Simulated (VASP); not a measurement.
Wanted: the native input for a VASP 6.6.1 run.

```yaml
Task: relaxation of cell and atoms
Functional: PBE
Potentials_or_basis: VASP PAW PBE potentials, release 64 (In_d)
Cutoff: 500 eV
k_mesh: 15 × 15 × 15
Occupations: fermi-dirac, width 0.08 eV
Spin: no spin polarisation
Target_pressure: 16 GPa
Dipole_correction: no
Further_INCAR_settings: ALGO = Normal; EDIFF = 1e-07; IBRION = 2; EDIFFG = -0.005; NSW = 32; ISIF = 3
```

The structure of In lies in POSCAR:

```
In
1.0
   -1.7577949869      1.7577949869      1.7577949869
    1.7577949869     -1.7577949869      1.7577949869
    1.7577949869      1.7577949869     -1.7577949869
In
1
Direct
    0.0000000000      0.0000000000      0.0000000000
```

The input as run:

INCAR

```
SYSTEM = In
  PREC = Accurate
  ENCUT = 500
  EDIFF = 1E-7
  ISMEAR = -1
  SIGMA = 0.08
  LREAL = .False.
  LASPH = .True.
  NELM = 120
  ALGO = Normal
  ISIF = 3
  LWAVE = .False.
  LCHARG = .False.
  GGA = PE
  IBRION = 2
  NSW = 32
  EDIFFG = -0.005
  PSTRESS = 160.0
  GGA_COMPAT = .False.
  NELMIN = 4
```

KPOINTS

```
Automatic mesh
0
Gamma
  15 15 15
  0 0 0
```

Potentials or basis: VASP PAW PBE potentials, release 64 (In_d).

The run is started by

```sh
$ cat potpaw_PBE.64/In_d/POTCAR > POTCAR
$ mpirun -np 1 vasp_std > vasp.out
```

It gave:

The relaxed volume is 21.72 Å³/atom and the relaxed cell is a = 3.044 Å, b = 3.044 Å, c = 3.044 Å, α = 109.47°, β = 109.47°, γ = 109.47°. The space group after relaxing (to 0.05 Å) is Im-3m (No. 229). The energy change on relaxing (the enthalpy is what falls) is +0.3 meV/atom and the ionic steps are 3. The pressure after relaxing is 16.0 GPa.

Caveat: the cell is relaxed towards a set pressure, so the enthalpy falls and the energy may rise.

Run time: 68 s on 1 thread of Intel Xeon 8259CL, with other jobs on the host, peak memory 0.16 GiB.
